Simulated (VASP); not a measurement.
Set up this calculation in VASP 6.6.1, as the native input.

```
Task                   : single point
Functional             : r2SCAN
Potentials or basis    : VASP PAW PBE potentials, release 64 (Pb_d, Te)
Cutoff                 : 550 eV
k mesh                 : 12 × 12 × 12
Occupations            : gaussian, width 0.01 eV
Spin                   : no spin polarisation
Dipole correction      : no
Further INCAR settings : ALGO = Normal; EDIFF = 1e-06; NBANDS = 17
```

TePb:

```
CELL_PARAMETERS angstrom
0.00000 3.26716 3.26716
3.26716 0.00000 3.26716
3.26716 3.26716 0.00000
ATOMIC_POSITIONS crystal
Pb 0.00000 0.00000 0.00000
Te 0.50000 0.50000 0.50000
```

The input as run:

POSCAR

```
TePb
1.0
    0.0000000000      3.2671558143      3.2671558143
    3.2671558143      0.0000000000      3.2671558143
    3.2671558143      3.2671558143      0.0000000000
Pb Te
1 1
Direct
    0.0000000000      0.0000000000      0.0000000000
    0.5000000000      0.5000000000      0.5000000000
```

INCAR.step1

```
ALGO = Normal
EDIFF = 1E-5
ENCUT = 550
GGA = PE
GGA_COMPAT = F
ISMEAR = 0
LASPH = T
LCHARG = F
LREAL = F
LWAVE = T
NBANDS = 17
NELM = 120
PREC = Accurate
SIGMA = 0.01
```

INCAR.step2

```
ALGO = Normal
EDIFF = 1E-6
ENCUT = 550
GGA_COMPAT = F
ISIF = 2
ISMEAR = 0
ISTART = 1
LASPH = T
LCHARG = F
LMIXTAU = T
LREAL = F
LWAVE = F
METAGGA = R2SCAN
NBANDS = 17
NELM = 120
PREC = Accurate
SIGMA = 0.01
```

KPOINTS

```
k-points
0
Gamma
  12 12 12
```

Potentials or basis: VASP PAW PBE potentials, release 64 (Pb_d, Te).

Launch:

```sh
$ cat potpaw_PBE.64/Pb_d/POTCAR potpaw_PBE.64/Te/POTCAR > POTCAR
$ cp INCAR.step1 INCAR
$ mpirun -np 1 vasp_std > vasp.out
$ cp INCAR.step2 INCAR
$ mpirun -np 1 vasp_std > vasp.out
```

Results of the run:

```yaml
Pressure: 0.0 GPa
Band_gap_on_the_k_mesh: 1.09 eV
```

Caveat: the PAW data sets were made with another functional, which shifts forces and pressure a little; spin-orbit coupling is left out, which moves the levels of the heavy elements.

Wall time 8.4 min on 1 thread of Oxide Virtual Turin-like Processor (shared host), peak memory 0.25 GiB.
